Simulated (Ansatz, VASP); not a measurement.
# One calculation of Ag2Au, two programs

Contents of INCAR:

```
PREC     = Accurate       # precision mode
ENCUT    = 600            # plane-wave cutoff, eV
EDIFF    = 1E-6           # SCF threshold, eV
ISMEAR   = 0              # smearing method
SIGMA    = 0.1            # smearing width, eV
LREAL    = False          # projectors in reciprocal space
LASPH    = True           # aspherical terms in the spheres
NELM     = 80             # most SCF steps
ALGO     = Fast           # electronic algorithm
ISIF     = 3              # what is computed and relaxed
LWAVE    = False          # write WAVECAR
LCHARG   = False          # write CHGCAR
GGA      = PE             # functional
IBRION   = 2              # ionic algorithm
NSW      = 100            # ionic steps
EDIFFG   = -0.01          # ionic threshold
```

File KPOINTS:

```
regular mesh
0
Gamma
  6 6 6
```

POSCAR

```
Ag2Au
1.0
    6.0044585846      0.0000000000      0.0000000000
    0.0000000000      6.0044585846      0.0000000000
    0.0000000000      0.0000000000      6.0044585846
Ag Au
4 2
Direct
    0.2500000000      0.2500000000      0.2500000000
    0.2500000000      0.7500000000      0.7500000000
    0.7500000000      0.7500000000      0.2500000000
    0.7500000000      0.2500000000      0.7500000000
    0.0000000000      0.0000000000      0.0000000000
    0.5000000000      0.5000000000      0.5000000000
```

Input for Ansatz:

```yaml
crystal:
  lattice:
    - [6.0044585846, 0.0, 0.0]
    - [0.0, 6.0044585846, 0.0]
    - [0.0, 0.0, 6.0044585846]
  atoms:
    - { symbol: Ag, position: [0.25, 0.25, 0.25] }
    - { symbol: Ag, position: [0.25, 0.75, 0.75] }
    - { symbol: Ag, position: [0.75, 0.75, 0.25] }
    - { symbol: Ag, position: [0.75, 0.25, 0.75] }
    - { symbol: Au, position: [0.0, 0.0, 0.0] }
    - { symbol: Au, position: [0.5, 0.5, 0.5] }
basis:
  ecutwfc: 420
kpoints:
  mp_grid: { grid: [6, 6, 6] }
hamiltonian:
  xc: pbe
scf:
  occupations: { method: gaussian, width: 0.1 }
output:
  forces: true
  stress: true
  eigenvalues: true
relax:
  adjacent_minimum: "off"
  f_tol: 0.01
  max_steps: 80
  cell: { stress_tol: 0.05 }
```

Alike in both runs: task relaxation of cell and atoms; functional PBE; k mesh 6 × 6 × 6; occupations gaussian, width 0.1 eV; no spin polarisation.

```csv
,VASP,Ansatz
version,VASP 6.6.1,Ansatz 0.2.0
potentials or method,"VASP PAW PBE potentials, release 64 (Ag, Au), cutoff 600 eV","scalar-relativistic, plane waves, PAW"
valence electrons in the cell,66,114
```

```tsv
	VASP	Ansatz	Ansatz less VASP
gap on the k mesh at the Fermi level, each at its own relaxed structure (eV)	none	none	-
relaxed volume (Å³/atom)	36.08	36.08	0.000
relaxed cell length with the largest relative difference (Å)	6.004	6.004	0.0000
```

A gap of «none» marks a metal or a gap that the smearing closes. VASP's potentials hold 66 valence electrons a cell and Ansatz's 114, so a difference there can come from the potentials and not from the codes.

Spin-orbit coupling is off throughout. Noted on VASP's run: the relaxation stopped at its first step, so nothing moved.
